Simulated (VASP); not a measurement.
MgO, 2 atoms in the cell. Symmetry: P-6m2, No. 187, hexagonal system. The conventional cell has a = 2.996 Å, b = 2.996 Å, c = 2.732 Å, α = 90.00°, β = 90.00°, γ = 120.00°. Within 2.9 Å of Mg (site symmetry -6m2) lie 6 O at 2.20 Å and 2 Mg at 2.73 Å. O (site symmetry -6m2) has 6 Mg at 2.20 Å and 2 O at 2.73 Å within 2.9 Å. 

| Item | Value |
| --- | --- |
| Program | VASP 6.6.1 |
| Task | single point |
| Functional | PBE |
| Potentials or basis | VASP PAW PBE potentials, release 64 (Mg, O) |
| Cutoff | 520 eV |
| k mesh | 10 × 10 × 10 |
| Occupations | fermi-dirac, width 0.05 eV |
| Spin | no spin polarisation |
| Dipole correction | no |
| Further INCAR settings | ALGO = Normal; EDIFF = 1e-07; NBANDS = 11 |

Potentials or basis: VASP PAW PBE potentials, release 64 (Mg, O).

Launch:

```bash
$ cat potpaw_PBE.64/Mg/POTCAR potpaw_PBE.64/O/POTCAR > POTCAR
$ mpirun -np 1 vasp_std > vasp.out
```

Hardware: 1 thread of Intel Xeon 8259CL (shared host).

Problem. How long does it take, and how much memory?

Solution. Run time: 30 s on 1 thread of Intel Xeon 8259CL, on a shared host, peak memory 0.14 GiB. Counts: scf iterations 13, k points 84.
